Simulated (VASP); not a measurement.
# ZrMo2C2 (I4/mmm) in VASP: a series of runs

Runs on ZrMo2C2. Level: PBE. Tasks: relaxation of cell and atoms, single point.

Everything below comes from runs of VASP 6.6.1. Logs are shortened: lines on timing, memory, paths and dates and some standing lists are left out, and cuts for length are marked.

### 1 The cell of the first run

Symmetry: I4/mmm, No. 139, tetragonal system. The conventional cell has a = 4.013 Å, b = 4.013 Å, c = 9.678 Å, α = 90.00°, β = 90.00°, γ = 90.00°. Zr (site symmetry 4/mmm) has 10 C at 3.05 to 3.72 Å and 8 Mo at 3.14 Å and 4 Zr at 4.01 Å within 4.1 Å. Within 3.2 Å of Mo (site symmetry -4m2) lie 4 C at 2.39 Å and 4 Mo at 2.84 Å and 4 Zr at 3.14 Å. Within 3.1 Å of C (site symmetry 4mm) lie 1 C at 2.25 Å and 4 Mo at 2.39 Å and 4 Zr at 3.05 Å.

The cell was generated, and may not be a known phase.

### 2 Relaxation of cell and atoms, PBE

Contents of INCAR:

```
PREC = Accurate ; ENCUT = 600
EDIFF = 1E-7 ; ISMEAR = 0
SIGMA = 0.1 ; LREAL = False
LASPH = True ; NELM = 100
ALGO = Normal ; ISIF = 3
LWAVE = False ; LCHARG = False
GGA = PE ; IBRION = 2
NSW = 90 ; EDIFFG = -0.04
```

Contents of KPOINTS:

```
regular mesh
0
Gamma
  6 6 6
```

Contents of POSCAR:

```
ZrMo2C2
1.0
   -2.0064438700      2.0064438700      4.8391189500
    2.0064438700     -2.0064438700      4.8391189500
    2.0064438700      2.0064438700     -4.8391189500
Zr Mo C
1 2 2
Direct
    0.0000000000      0.0000000000      0.0000000000
    0.2500000000      0.7500000000      0.5000000000
    0.7500000000      0.2500000000      0.5000000000
    0.6160044700      0.6160044700      0.0000000000
    0.3839955300      0.3839955300      0.0000000000
```

Potentials or basis: VASP PAW PBE potentials, release 64 (Zr_sv, Mo_sv, C).

Run with:

```console
$ cat potpaw_PBE.64/Zr_sv/POTCAR potpaw_PBE.64/Mo_sv/POTCAR potpaw_PBE.64/C/POTCAR > POTCAR
$ mpirun -np 1 vasp_std > vasp.out
```

OUTCAR:

```text
PREC = Accurate
   ENCUT = 600
   EDIFF = 1E-7
   ISMEAR = 0
   LREAL = False
   LASPH = True
   NELM = 100
   ISIF = 3
   GGA = PE
   IBRION = 2
   NSW = 90
   EDIFFG = -0.04

 ion  position               nearest neighbor table
   1  0.000  0.000  0.000-   3 3.14   2 3.14   2 3.14   3 3.14   2 3.14   3 3.14   3 3.14   2 3.14

   2  0.250  0.750  0.500-   5 2.39   4 2.39   5 2.39   4 2.39   3 2.84   3 2.84   3 2.84   3 2.84
                             1 3.14   1 3.14   1 3.14   1 3.14
   3  0.750  0.250  0.500-   5 2.39   4 2.39   5 2.39   4 2.39   2 2.84   2 2.84   2 2.84   2 2.84
                             1 3.14   1 3.14   1 3.14   1 3.14
   4  0.616  0.616  0.000-   2 2.39   3 2.39   2 2.39   3 2.39
   5  0.384  0.384  0.000-   2 2.39   3 2.39   2 2.39   3 2.39

  LATTYP: Found a body centered tetragonal cell.
 ALAT       =     4.0128877400
 C/A-ratio  =     2.4117888481

  Lattice vectors:

 A1 = (  -2.0064438700,   2.0064438700,   4.8391189500)
 A2 = (   2.0064438700,  -2.0064438700,   4.8391189500)
 A3 = (   2.0064438700,   2.0064438700,  -4.8391189500)

Analysis of symmetry for initial positions (statically):
=====================================================================
 Subroutine PRICEL returns:
 Original cell was already a primitive cell.

 Routine SETGRP: Setting up the symmetry group for a
 body centered tetragonal supercell.

 Subroutine GETGRP returns: Found 16 space group operations
 (whereof 16 operations were pure point group operations)
 out of a pool of 16 trial point group operations.

The static configuration has the point symmetry D_4h.

Analysis of symmetry for dynamics (positions and initial velocities):
=====================================================================
 Subroutine PRICEL returns:
 Original cell was already a primitive cell.

 Routine SETGRP: Setting up the symmetry group for a
 body centered tetragonal supercell.

 Subroutine GETGRP returns: Found 16 space group operations
 (whereof 16 operations were pure point group operations)
 out of a pool of 16 trial point group operations.

The dynamic configuration has the point symmetry D_4h.

 Subroutine INISYM returns: Found 16 space group operations
 (whereof 16 operations are pure point group operations),
 and found     1 'primitive' translations

----------------------------------------------------------------------------------------

                                     Primitive cell

  volume of cell :      77.9256

[... 90 lines left out ...]
   LSORBIT =      F    spin-orbit coupling
   LASPH  =      T    aspherical Exc in radial PAW
   ENCUT  =  600.0 eV  44.10 Ry    6.64 a.u.  11.20 11.20 11.20*2*pi/ulx,y,z
   NELM   =    100;   NELMIN=  2; NELMDL= -5     # of ELM steps
   EDIFF  = 0.1E-06   stopping-criterion for ELM
   LREAL  =      F    real-space projection
   EDIFFG = -.4E-01   stopping-criterion for IOM
   NSW    =     90    number of steps for IOM
   IBRION =      2    ionic relax: 0-MD 1-quasi-New 2-CG
   NFREE  =      1    steps in history (QN), initial steepest desc. (CG)
   ISIF   =      3    stress and relaxation
   ISYM   =      2    0-nonsym 1-usesym 2-fastsym
   POTIM  = 0.5000    time-step for ionic-motion
   TEBEG  =    0.0;   TEEND  =   0.0 temperature during run
   PSTRESS=    0.0 pullay stress
   NELECT =      48.0000    total number of electrons
   NUPDOWN=      -1.0000    fix difference up-down
   EMIN   =  10.00;   EMAX   =-10.00  energy-range for DOS
   EFERMI =   0.00;   METHOD = LEGACY
   ISMEAR =     0;   SIGMA  =   0.10  broadening in eV -4-tet -1-fermi 0-gaus
   EFERMI_NEDOS =   21; number of points for ismear=-14 and -15
   IALGO  =     38    algorithm
   IMIX   =      4    mixing-type and parameters
     AMIX     =   0.40;   BMIX     =  1.00
     AMIX_MAG =   1.60;   BMIX_MAG =  1.00
  volume/ion in A,a.u.               =      15.59       105.17
  Fermi-wavevector in a.u.,A,eV,Ry     =   1.392927  2.632251 26.398658  1.940247
  Thomas-Fermi vector in A             =   2.516623
   LORBIT       =      0    0 simple, 1 ext, 2 COOP (PROOUT), +10 PAW based schemes
   GGA     = PE    functional components
   LHFCALC =     F    Hartree Fock is set to
   AEXX    =    0.0000 exact exchange contribution
   IVDW    =     0    specifies the selected vdW correction
   LEPSILON=     F    determine dielectric tensor
   LRPA    =     F    only Hartree local field effects (RPA)
 conjugate gradient relaxation of ions
 non-spin polarized calculation
 Gauss-broadening in eV      SIGMA  =   0.10
  energy-cutoff  :      600.00
  volume of cell :       77.93
 maximum number of plane-waves:      2624
 NGX is ok and might be reduce to    48
   NGX = 23   NGY = 23   NGZ = 23

--------------------------------------- Ionic step        1  -------------------------------------------

 number of electron      48.0000001 magnetization

 Free energy of the ion-electron system (eV)
  ---------------------------------------------------
  ext. energy  EPLUGINS =         0.00000000
  ---------------------------------------------------
  free energy    TOTEN  =       -45.26998188 eV

  energy without entropy =      -45.24331945  energy(sigma->0) =      -45.25665067

 E-fermi :   8.8382     XC(G=0): -11.7651

 val. band max:        8.8335991700   @ k =   0.3333  -0.0000   0.0000
 cond. band min:       8.8501098163   @ k =  -0.3333   0.5000   0.1667
 fundamental gap:      0.0165106464
 Fermi energy:         8.8381501539

 k-point     1 :       0.0000    0.0000    0.0000
  band No.  band energies     occupation
      1     -52.3078      2.00000
      2     -52.1635      2.00000
      3     -40.9346      2.00000
      4     -26.6218      2.00000
      5     -26.6218      2.00000
      6     -26.3888      2.00000
[... 845 lines left out ...]
  FREE ENERGIE OF THE ION-ELECTRON SYSTEM (eV)
  ---------------------------------------------------
  free  energy   TOTEN  =       -46.9916985420 eV

  energy  without entropy=      -46.9682672465  energy(sigma->0) =      -46.97998289

[... ionic steps 4 to 26 ...]

--------------------------------------- Ionic step       27  -------------------------------------------

 number of electron      48.0000000 magnetization

------------------------ aborting loop because EDIFF is reached ----------------------------------------
[... 73 lines left out ...]
--------------------------------------- Ionic step       29  -------------------------------------------

 number of electron      48.0000000 magnetization

 Free energy of the ion-electron system (eV)
  ---------------------------------------------------
  ext. energy  EPLUGINS =         0.00000000
  ---------------------------------------------------
  free energy    TOTEN  =       -47.50919866 eV

  energy without entropy =      -47.49665575  energy(sigma->0) =      -47.50292721

 E-fermi :  12.3956     XC(G=0): -13.0226

 val. band max:       12.3890463384   @ k =   0.0000   0.0000   0.0000
 cond. band min:      12.4243342813   @ k =  -0.1667   0.3333   0.1667
 fundamental gap:      0.0352879429
 Fermi energy:        12.3955846323

 k-point     1 :       0.0000    0.0000    0.0000
  band No.  band energies     occupation
      1     -49.0994      2.00000
      2     -48.6265      2.00000
      3     -36.8794      2.00000
      4     -23.7721      2.00000
      5     -23.7721      2.00000
      6     -23.2595      2.00000
[... 767 lines left out ...]
  FREE ENERGIE OF THE ION-ELECTRON SYSTEM (eV)
  ---------------------------------------------------
  free  energy   TOTEN  =       -47.5091986558 eV

  energy  without entropy=      -47.4966557545  energy(sigma->0) =      -47.50292721

 reached required accuracy - stopping structural energy minimisation
```

CONTCAR:

```text
ZrMo2C2
   1.00000000000000
    -1.8065669355878209    1.8065669355878211    4.7010519046561070
     1.8065669355878209   -1.8065669355878207    4.7010519046561070
     1.8065669355878209    1.8065669355878207   -4.7010519046561070
  Zr              Mo              C
     1     2     2
Direct
     0.0000000000000000    0.0000000000000000    0.0000000000000000
     0.2500000000000000    0.7500000000000000    0.5000000000000000
     0.7500000000000000    0.2500000000000000    0.5000000000000000
     0.5811229750319101    0.5811229750319101    0.0000000000000000
     0.4188770249680898    0.4188770249680898    0.0000000000000000

  0.00000000E+00  0.00000000E+00  0.00000000E+00
  0.00000000E+00  0.00000000E+00  0.00000000E+00
  0.00000000E+00  0.00000000E+00  0.00000000E+00
  0.00000000E+00  0.00000000E+00  0.00000000E+00
  0.00000000E+00  0.00000000E+00  0.00000000E+00
```

It took 26 min on 1 thread of Intel Xeon 6975P-C (Granite Rapids), shared host; peak memory 0.45 GiB.

Results:

| Item | Value |
| --- | --- |
| Free energy | -47.5092 eV |
| Relaxed volume | 12.27 Å³/atom |
| Relaxed cell | a = 5.350 Å, b = 5.350 Å, c = 5.350 Å, α = 140.53°, β = 140.53°, γ = 57.05° |
| Space group after relaxing (to 0.1 Å) | I4/mmm (No. 139) |
| Pressure after relaxing | 0.2 GPa |
| Largest force after relaxing | 0.033 eV/Å |
| Band gap on the k mesh | zero (bands 24 and 25 overlap by 2.10 eV) |

Forces on the atoms (eV/Å):
```
Zr   0.000  0.000  0.000
Mo   0.000  0.000  0.000
Mo   0.000  0.000  0.000
C    0.000  0.000 -0.033
C    0.000  0.000  0.033
```

Final structure:
```cif
data_structure
_symmetry_space_group_name_H-M 'P 1'
_symmetry_Int_Tables_number 1
_cell_length_a 5.3504
_cell_length_b 5.3504
_cell_length_c 5.3504
_cell_angle_alpha 140.533
_cell_angle_beta 140.533
_cell_angle_gamma 57.045
_cell_volume 61.37
loop_
_atom_site_label
_atom_site_type_symbol
_atom_site_fract_x
_atom_site_fract_y
_atom_site_fract_z
_atom_site_occupancy
Zr1 Zr 0.00000 0.00000 0.00000 1
Mo1 Mo 0.25000 0.75000 0.50000 1
Mo2 Mo 0.75000 0.25000 0.50000 1
C1 C 0.58112 0.58112 0.00000 1
C2 C 0.41888 0.41888 0.00000 1
```

Caveat: the volume moved by over 15 % at a fixed basis, so the end points are rough.

### 3 Single point, PBE

This run uses another cell than the first one, of 14.89 Å³/atom.

Contents of INCAR:

```
  PREC = Accurate
  ENCUT = 520
  EDIFF = 1E-6
  ISMEAR = 0
  SIGMA = 0.1
  LREAL = False
  LASPH = True
  NELM = 80
  ALGO = Normal
  ISIF = 2
  LWAVE = False
  LCHARG = False
  GGA = PE
  NBANDS = 32
```

Contents of KPOINTS:

```
regular mesh
0
Gamma
  14 14 14
```

Contents of POSCAR:

```
ZrMo2C2
1.0
   -2.0307143409      2.0307143409      4.5121252368
    2.0307143409     -2.0307143409      4.5121252368
    2.0307143409      2.0307143409     -4.5121252368
Zr Mo C
1 2 2
Direct
    0.0000000000      0.0000000000      0.0000000000
    0.2500000000      0.7500000000      0.5000000000
    0.7500000000      0.2500000000      0.5000000000
    0.6943330700      0.6943330700      0.0000000000
    0.3056669300      0.3056669300      0.0000000000
```

Potentials or basis: VASP PAW PBE potentials, release 64 (Zr_sv, Mo_sv, C).

Run with:

```console
$ cat potpaw_PBE.64/Zr_sv/POTCAR potpaw_PBE.64/Mo_sv/POTCAR potpaw_PBE.64/C/POTCAR > POTCAR
$ mpirun -np 1 vasp_std > vasp.out
```

Run time: 5.5 min. Hardware: 1 thread of Intel Xeon 6975P-C (Granite Rapids), shared host; peak memory 0.65 GiB.

Results (log left out):

```
Free energy            : -47.3194 eV
Pressure               : 0.3 GPa
Largest force          : 0.009 eV/Å
Band gap on the k mesh : zero (bands 24 and 25 overlap by 1.10 eV)
```

Forces in eV/Å, atoms in the order of the input:
```
Zr   0.000  0.000  0.000
Mo   0.000  0.000  0.000
Mo   0.000  0.000  0.000
C    0.000  0.000 -0.009
C    0.000  0.000  0.009
```

Stress tensor (GPa, compression positive):
```
0.37 0.00 0.00
0.00 0.37 0.00
0.00 0.00 0.12
```

Levels at points of the mesh, in eV from the Fermi level:
```
           k point  band 21  band 22  band 23  band 24  band 25  band 26  band 27  band 28
(0.00, 0.00, 0.00)    -2.66    -0.86    -0.57    -0.46    -0.46     0.64     1.35     2.17
(0.50, 0.00, 0.00)    -2.43    -2.19    -1.14    -0.89     0.14     1.41     1.60     2.25
(0.50, 0.50, 0.00)    -1.48    -1.39    -0.33     0.18     0.49     1.17     1.28     2.20
(0.50, 0.50, 0.50)    -2.64    -2.28     0.32     0.61     0.61     1.20     1.20     1.29
```

The gap in the log of VASP goes by the Fermi energy; the results here count the filled bands.